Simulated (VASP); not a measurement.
BN:

```
N B
1.0
     2.49824    0.00000    0.00000
    -1.24912    2.16354    0.00000
     0.00000    0.00000    6.63570
N B
2 2
Cartesian
  1.2491 0.7212 1.6589
  0.0000 1.4424 4.9768
  1.2491 0.7212 4.9768
  0.0000 1.4424 1.6589
```

Base run:

```yaml
Program: VASP 6.6.1
Functional: PBE0
Potentials_or_basis: VASP PAW PBE potentials, release 64 (N, B)
Cutoff: 520 eV
k_mesh: 8 × 8 × 4
Occupations: fermi-dirac, width 0.05 eV
Spin: no spin polarisation
```

Its results: band gap on the k mesh 6.34 eV (least direct gap 6.84 eV); pressure 0.2 GPa.

Task: The run is repeated on the same cell with these changes: functional from PBE0 to HSE06; k mesh from 8 × 8 × 4 to 7 × 7 × 3. What comes out?

Result: Band gap on the k mesh 5.84 eV (least direct gap 6.07 eV); pressure 0.3 GPa.

Several settings changed at once.

Caveats: the PAW data sets were made with another functional, which shifts forces and pressure a little; this functional lacks dispersion, which binds the layers, so the pressure and a relaxed spacing across them are unreliable; an odd mesh through Γ misses points on the zone boundary, where band edges can lie (at least some runs).
